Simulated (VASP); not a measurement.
Input of a VASP 6.6.1 run:

File INCAR:

```
SYSTEM = Bi2Se3
PREC = Accurate
ENCUT = 500
EDIFF = 1E-6
ISMEAR = 0
SIGMA = 0.01
LREAL = .False.
LASPH = .True.
NELM = 200
ALGO = Normal
ISIF = 2
LWAVE = .False.
LCHARG = .True.
MAGMOM = 0 0 0 0 0 0 0 0 0 0 0 0 0 0 0
LORBIT = 11
LSORBIT = .True.
GGA_COMPAT = .False.
LORBMOM = .True.
GGA = PE
LVHAR = .True.
NBANDS = 63
```

Contents of KPOINTS:

```
Automatic mesh
0
Gamma
  6 6 6
  0 0 0
```

The input POSCAR:

```
Bi2Se3
1.0
    2.0715000000      1.1959810826      9.5453333333
   -2.0715000000      1.1959810826      9.5453333333
    0.0000000000     -2.3919621653      9.5453333333
Bi Se
2 3
Direct
    0.4007966667      0.4007966667      0.4007966667
    0.5992033333      0.5992033333      0.5992033333
    0.0000000000      0.0000000000      0.0000000000
    0.2117033333      0.2117033333      0.2117033333
    0.7882966667      0.7882966667      0.7882966667
```

Potentials or basis: VASP PAW PBE potentials, release 64 (Bi_d, Se).

The run is started by

```console
$ cat potpaw_PBE.64/Bi_d/POTCAR potpaw_PBE.64/Se/POTCAR > POTCAR
$ mpirun -np 1 vasp_ncl > vasp.out
```

(1) Estimate the largest force.

(2) Predict the net moment.

(3) What does it give for the pressure?

Answers

(1) 0.312 eV/Å.

(2) 0.00 μB per cell.

(3) 2.9 GPa.
